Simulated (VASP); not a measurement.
# Cr (Im-3m) in VASP: notebook

Cr is run at these levels: PBE; tasks: single point.

Everything below comes from runs of VASP 6.6.1. Logs are shortened: lines on timing, memory, paths and dates and some standing lists are left out, and cuts for length are marked.

### 1 The cell of the first run

It takes space group Im-3m (No. 229, cubic). Conventional cell: a = 2.884 Å, b = 2.884 Å, c = 2.884 Å, α = 90.00°, β = 90.00°, γ = 90.00°. Cr (site symmetry m-3m) has 14 Cr at 2.50 to 2.88 Å within 3.3 Å.

### 2 Single point, PBE, non-collinear spin, typed start

Contents of INCAR:

```
ALGO     = Normal         # electronic algorithm
EDIFF    = 1E-6           # SCF threshold, eV
ENCUT    = 520            # plane-wave cutoff, eV
GGA      = PE             # functional
ISIF     = 2              # what is computed and relaxed
ISMEAR   = -1             # smearing method
LASPH    = T              # aspherical terms in the spheres
LCHARG   = T              # write CHGCAR
LMAXMIX  = 4              # l up to which the mixer works
LNONCOLLINEAR= T              # non-collinear magnetism
LORBIT   = 11             # projections on sites
LREAL    = F              # projectors in reciprocal space
LVHAR    = T            
LWAVE    = F              # write WAVECAR
MAGMOM   = 0 0 3 0 0 -3   # initial moments
NBANDS   = 36             # bands
NELM     = 150            # most SCF steps
PREC     = Accurate       # precision mode
SIGMA    = 0.08           # smearing width, eV
```

Contents of KPOINTS:

```
k-points
0
Gamma
  10 10 10
```

Contents of POSCAR:

```
Cr
1.0
    2.8839000000      0.0000000000      0.0000000000
    0.0000000000      2.8839000000      0.0000000000
    0.0000000000      0.0000000000      2.8839000000
Cr
2
Direct
    0.0000000000      0.0000000000      0.0000000000
    0.5000000000      0.5000000000      0.5000000000
```

Potentials or basis: VASP PAW PBE potentials, release 64 (Cr_pv).

Launch:

```console
$ cat potpaw_PBE.64/Cr_pv/POTCAR > POTCAR
$ mpirun -np 1 vasp_ncl > vasp.out
```

OUTCAR:

```text
EDIFF = 1E-6
   ENCUT = 520
   GGA = PE
   ISIF = 2
   ISMEAR = -1
   LASPH = T
   LNONCOLLINEAR = T
   LORBIT = 11
   LREAL = F
   NELM = 150
   PREC = Accurate

 ion  position               nearest neighbor table
   1  0.000  0.000  0.000-   2 2.50   2 2.50   2 2.50   2 2.50   2 2.50   2 2.50   2 2.50   2 2.50

   2  0.500  0.500  0.500-   1 2.50   1 2.50   1 2.50   1 2.50   1 2.50   1 2.50   1 2.50   1 2.50

  LATTYP: Found a simple cubic cell.
 ALAT       =     2.8839000000

  Lattice vectors:

 A1 = (   2.8839000000,   0.0000000000,   0.0000000000)
 A2 = (   0.0000000000,   2.8839000000,   0.0000000000)
 A3 = (   0.0000000000,   0.0000000000,   2.8839000000)

Analysis of symmetry for initial positions (statically):
=====================================================================
 Subroutine PRICEL returns following result:

  LATTYP: Found a body centered cubic cell.
 ALAT       =     2.8839000000

  Lattice vectors:

 A1 = (   1.4419500000,   1.4419500000,  -1.4419500000)
 A2 = (  -1.4419500000,   1.4419500000,   1.4419500000)
 A3 = (   1.4419500000,  -1.4419500000,   1.4419500000)

   2 primitive cells build up your supercell.

 Routine SETGRP: Setting up the symmetry group for a
 simple cubic supercell.

 Subroutine GETGRP returns: Found 48 space group operations
 (whereof 48 operations were pure point group operations)
 out of a pool of 48 trial point group operations.

The static configuration has the point symmetry O_h .

Analysis of symmetry for dynamics (positions and initial velocities):
=====================================================================
 Subroutine PRICEL returns following result:

  LATTYP: Found a body centered cubic cell.
 ALAT       =     2.8839000000

  Lattice vectors:

 A1 = (   1.4419500000,   1.4419500000,  -1.4419500000)
 A2 = (  -1.4419500000,   1.4419500000,   1.4419500000)
 A3 = (   1.4419500000,  -1.4419500000,   1.4419500000)

   2 primitive cells build up your supercell.

 Routine SETGRP: Setting up the symmetry group for a
 simple cubic supercell.

 Subroutine GETGRP returns: Found 48 space group operations
 (whereof 48 operations were pure point group operations)
[... 136 lines left out ...]
     AMIX     =   0.40;   BMIX     =  1.00
     AMIX_MAG =   1.60;   BMIX_MAG =  1.00
  volume/ion in A,a.u.               =      11.99        80.93
  Fermi-wavevector in a.u.,A,eV,Ry     =   1.637439  3.094310 36.480015  2.681205
  Thomas-Fermi vector in A             =   2.728578
   LORBIT       =     11    0 simple, 1 ext, 2 COOP (PROOUT), +10 PAW based schemes
   GGA     = PE    functional components
   LHFCALC =     F    Hartree Fock is set to
   AEXX    =    0.0000 exact exchange contribution
   IVDW    =     0    specifies the selected vdW correction
   LEPSILON=     F    determine dielectric tensor
   LRPA    =     F    only Hartree local field effects (RPA)
  energy-cutoff  :      520.00
  volume of cell :       23.99
 maximum number of plane-waves:      1344
 NGX is ok and might be reduce to    24
   NGX = 11   NGY = 11   NGZ = 11

 number of electron      23.9999980 magnetization       0.0000000      0.0000000      0.0000000

 number of electron      23.9999980 magnetization      -0.0000000     -0.0000000     -0.0000000

 number of electron      23.9999980 magnetization       0.0000000     -0.0000000     -0.0000000

 number of electron      23.9999980 magnetization      -0.0000000      0.0000000      0.0000000

 Free energy of the ion-electron system (eV)
  ---------------------------------------------------
  ext. energy  EPLUGINS =         0.00000000
  ---------------------------------------------------
  free energy    TOTEN  =       -19.06321526 eV

  energy without entropy =      -19.04702858  energy(sigma->0) =      -19.05512192

 E-fermi :  10.4248     XC(G=0): -13.4340

 val. band max:       10.4148290191   @ k =   0.0000   0.0000   0.4000
 cond. band min:      10.4404701773   @ k =   0.4000   0.1000   0.5000
 fundamental gap:      0.0256411582
 Fermi energy:        10.4248010279

 k-point     1 :       0.0000    0.0000    0.0000
  band No.  band energies     occupation
      1     -33.1487      1.00000
      2     -33.1487      1.00000
      3     -33.1480      1.00000
      4     -33.1480      1.00000
      5     -33.1480      1.00000
      6     -33.1480      1.00000
[... 925 lines left out ...]
     35      13.3891      0.00000
     36      13.3891      0.00000

 [... further k-points ...]
[... 5 lines left out ...]
  --------------------------------------------------------------------------------------
  -------------------------------------------------------------------------------------
  Total       -0.4667684     -0.4667684     -0.4865476      0.0000000     -0.0000000     -0.0000000
  in kB      -31.1796631    -31.1796631    -32.5008962      0.0000000     -0.0000000     -0.0000000
  external PRESSURE =     -31.6200741 kB  Pullay stress =       0.0000000 kB

 VOLUME and BASIS-vectors are now :
 -----------------------------------------------------------------------------
  energy-cutoff  :      520.00
  volume of cell :       23.99
      direct lattice vectors                 reciprocal lattice vectors
     2.883900000  0.000000000  0.000000000     0.346752661  0.000000000  0.000000000
     0.000000000  2.883900000  0.000000000     0.000000000  0.346752661  0.000000000
     0.000000000  0.000000000  2.883900000     0.000000000  0.000000000  0.346752661

 POSITION                                       TOTAL-FORCE (eV/Angst)
 -----------------------------------------------------------------------------------
      0.00000      0.00000      0.00000         0.000000      0.000000      0.000000
      1.44195      1.44195      1.44195         0.000000      0.000000      0.000000
 -----------------------------------------------------------------------------------
    total drift:                                0.000000     -0.000000     -0.000000

  FREE ENERGIE OF THE ION-ELECTRON SYSTEM (eV)
  ---------------------------------------------------
  free  energy   TOTEN  =       -19.0632152627 eV

  energy  without entropy=      -19.0470285805  energy(sigma->0) =      -19.05512192

 total charge

# of ion       s       p       d       tot
------------------------------------------
    1        0.427   6.380   4.176  10.983
    2        0.427   6.380   4.176  10.983
--------------------------------------------------
tot          0.853  12.760   8.352  21.965

 magnetization (x)

# of ion       s       p       d       tot
------------------------------------------
    1       -0.000  -0.000   0.000  -0.000
    2       -0.000  -0.000  -0.000  -0.000
--------------------------------------------------
tot         -0.000  -0.000  -0.000  -0.000

 magnetization (y)

# of ion       s       p       d       tot
------------------------------------------
    1       -0.000   0.000   0.000   0.000
    2        0.000   0.000   0.000   0.000
--------------------------------------------------
tot         -0.000   0.000   0.000   0.000

 magnetization (z)

# of ion       s       p       d       tot
------------------------------------------
    1        0.016   0.010   1.219   1.245
    2       -0.016  -0.010  -1.219  -1.245
--------------------------------------------------
tot         -0.000  -0.000  -0.000  -0.000
```

stdout:

```text
POSCAR found type information on POSCAR Cr
 POSCAR found :  1 types and       2 ions
 scaLAPACK will be used
 LDA part: xc-table for (Slater+PW92), standard interpolation
 POSCAR, INCAR and KPOINTS ok, starting setup
 FFT: planning ... GRIDC
 FFT: planning ... GRID_SOFT
 FFT: planning ... GRID
 WAVECAR not read
 entering main loop
```

It took 17 min on 1 thread of Intel Xeon Platinum 8259CL at 2.50GHz (Skylake/Cascade Lake), shared host; peak memory 0.31 GiB.

Results:

* Free energy: -19.0632 eV
* Pressure: -3.2 GPa
* Band gap on the k mesh: zero (bands 24 and 25 overlap by 1.37 eV)
* Net moment: 0.00 μB per cell
* Valence electrons inside the program's atomic spheres: Cr 10.98

Levels at points of the mesh, in eV from the Fermi level:
| k point | band 20 | band 21 | band 22 | band 23 | band 24 | band 25 | band 26 | band 27 | band 28 | band 29 |
| --- | --- | --- | --- | --- | --- | --- | --- | --- | --- | --- |
| (0.00, 0.00, 0.00) | -0.85 | -0.85 | -0.85 | -0.85 | -0.85 | 1.26 | 1.26 | 1.26 | 1.26 | 2.60 |
| (0.50, 0.00, 0.00) | -1.16 | -0.83 | -0.83 | -0.82 | -0.82 | 0.15 | 0.15 | 0.30 | 0.30 | 0.31 |
| (0.00, 0.00, 0.50) | -1.16 | -0.83 | -0.83 | -0.83 | -0.83 | 0.15 | 0.15 | 0.31 | 0.31 | 0.31 |
| (0.50, 0.50, 0.00) | -2.28 | 1.04 | 1.04 | 1.06 | 1.06 | 1.06 | 1.06 | 1.09 | 1.09 | 1.38 |
| (0.00, 0.50, 0.50) | -2.28 | 1.04 | 1.04 | 1.05 | 1.05 | 1.07 | 1.07 | 1.09 | 1.09 | 1.38 |
| (0.50, 0.50, 0.50) | -1.76 | -1.75 | -1.75 | -1.75 | -1.75 | 1.09 | 1.09 | 1.09 | 1.09 | 2.12 |

Moments on the atoms (μB; x, y, z):
```
Cr   0.00  0.00  1.25
Cr   0.00  0.00 -1.25
```

Caveat: the cell stands under tension.

### 3 Single point, PBE, non-collinear spin, zero start, moments held on the sites

Contents of INCAR:

```
SYSTEM = Cr
ALGO = Normal ; AMIX = 0.2
AMIX_MAG = 0.8 ; BMIX = 1E-4
BMIX_MAG = 1E-4 ; EDIFF = 1E-6
ENCUT = 500 ; GGA = PE
GGA_COMPAT = .False. ; ISIF = 2
ISMEAR = -1 ; ISYM = -1
I_CONSTRAINED_M = 1 ; KPAR = 4
LAMBDA = 10 ; LASPH = .True.
LCHARG = .True. ; LMAXMIX = 4
LNONCOLLINEAR = .True. ; LORBIT = 11
LREAL = .False. ; LVHAR = .True.
LWAVE = .False. ; MAGMOM = 0 0 0 0 0 0
M_CONSTR = 0 0 3 0 0 3 ; NBANDS = 36
NELM = 200 ; PREC = Accurate
RWIGS = 1.39 ; SIGMA = 0.08
```

Contents of KPOINTS:

```
k-points
0
Gamma
  10 10 10
  0 0 0
```

POSCAR is that of step 2.

Potentials or basis: VASP PAW PBE potentials, release 64 (Cr_pv).

Launch:

```console
$ cat potpaw_PBE.64/Cr_pv/POTCAR > POTCAR
$ mpirun -np 4 vasp_ncl > vasp.out
```

Wall time 5.2 min (4 MPI ranks of Intel Xeon Platinum 8559C (Emerald Rapids), shared host); peak memory 1 GiB.

It converged, with:

```yaml
Free_energy: -19.0174 eV
Band_gap_on_the_k_mesh: zero (bands 24 and 25 overlap by 1.42 eV)
Net_moment: 0.00 μB per cell
Valence_electrons_inside_the_program's_atomic_spheres: Cr 10.98
```

Levels at points of the mesh, in eV from the Fermi level:
| k point | band 22 | band 23 | band 24 | band 25 | band 26 | band 27 |
| --- | --- | --- | --- | --- | --- | --- |
| (0.00, 0.00, 0.00) | -0.86 | -0.86 | -0.86 | 1.10 | 1.10 | 1.10 |
| (0.50, 0.00, 0.00) | -0.38 | -0.38 | -0.38 | -0.38 | -0.38 | -0.38 |
| (0.00, 0.50, 0.00) | -0.38 | -0.38 | -0.38 | -0.38 | -0.38 | -0.38 |
| (0.50, 0.50, 0.00) | 1.03 | 1.03 | 1.03 | 1.09 | 1.09 | 1.09 |
| (0.00, 0.00, 0.50) | -0.38 | -0.38 | -0.38 | -0.38 | -0.38 | -0.38 |
| (0.50, 0.00, 0.50) | 1.03 | 1.03 | 1.03 | 1.09 | 1.09 | 1.09 |
| (0.00, 0.50, 0.50) | 1.03 | 1.03 | 1.03 | 1.09 | 1.09 | 1.09 |
| (0.50, 0.50, 0.50) | -2.23 | -2.23 | -2.23 | 1.47 | 1.47 | 1.47 |

Moments on the atoms (μB; x, y, z):
```
Cr  0.00 0.00 0.00
Cr  0.00 0.00 0.00
```

Caveat: moments held by a penalty.

The gap in the log of VASP goes by the Fermi energy; the results here count the filled bands.